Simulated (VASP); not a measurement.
Input of a VASP 6.6.1 run:

The input INCAR:

```
PREC     = Accurate       # precision mode
ENCUT    = 520            # plane-wave cutoff, eV
EDIFF    = 1E-6           # SCF threshold, eV
ISMEAR   = -1             # smearing method
SIGMA    = 0.02           # smearing width, eV
LREAL    = F              # projectors in reciprocal space
LASPH    = T              # aspherical terms in the spheres
NELM     = 80             # most SCF steps
ALGO     = Normal         # electronic algorithm
ISIF     = 2              # what is computed and relaxed
LWAVE    = F              # write WAVECAR
LCHARG   = F              # write CHGCAR
GGA      = PE             # functional
NBANDS   = 55             # bands
```

The input KPOINTS:

```
regular mesh
0
Gamma
  4 8 4
```

File POSCAR:

```
GeC2N4
1.0
    6.8991020988      0.0000000000     -0.1474724002
    0.0000000000      2.6626517820      0.0000000000
   -3.5772658944      0.0000000000      6.2335540660
Ge C N
2 4 8
Direct
    0.6202396780      0.5000000000      0.8502645544
    0.2251284249      0.5000000000      0.3901601586
    0.8104759986      0.0000000000      0.2511994601
    0.7734046228      0.0000000000      0.5770989136
    0.1735828132      0.5000000000      0.7762143086
    0.4083384338      0.0000000000      0.1622173054
    0.3159111127      0.5000000000      0.6810008679
    0.6503582279      0.0000000000      0.3220136224
    0.6883494888      0.5000000000      0.6270429702
    0.7479934736      0.0000000000      1.0314204927
    0.0239128885      0.0000000000      0.7182304704
    0.9397308380      0.5000000000      0.3422799909
    0.2703176599      0.0000000000      0.2530258527
    0.3522563393      0.5000000000      0.0178310321
```

Potentials or basis: VASP PAW PBE potentials, release 64 (Ge_d, C, N).

The run is started by

```bash
$ cat potpaw_PBE.64/Ge_d/POTCAR potpaw_PBE.64/C/POTCAR potpaw_PBE.64/N/POTCAR > POTCAR
$ mpirun -np 1 vasp_std > vasp.out
```

**Question.** Predict the band gap on the k mesh.

**Answer.** 2.29 eV.

**Question.** Predict the largest force.

**Answer.** 0.161 eV/Å.

**Question.** Predict the pressure.

**Answer.** -0.3 GPa.

Stress tensor (GPa, compression positive):
```
-0.09  0.00 -0.02
 0.00 -0.38  0.00
-0.02  0.00 -0.34
```

A k mesh can miss the band edges.
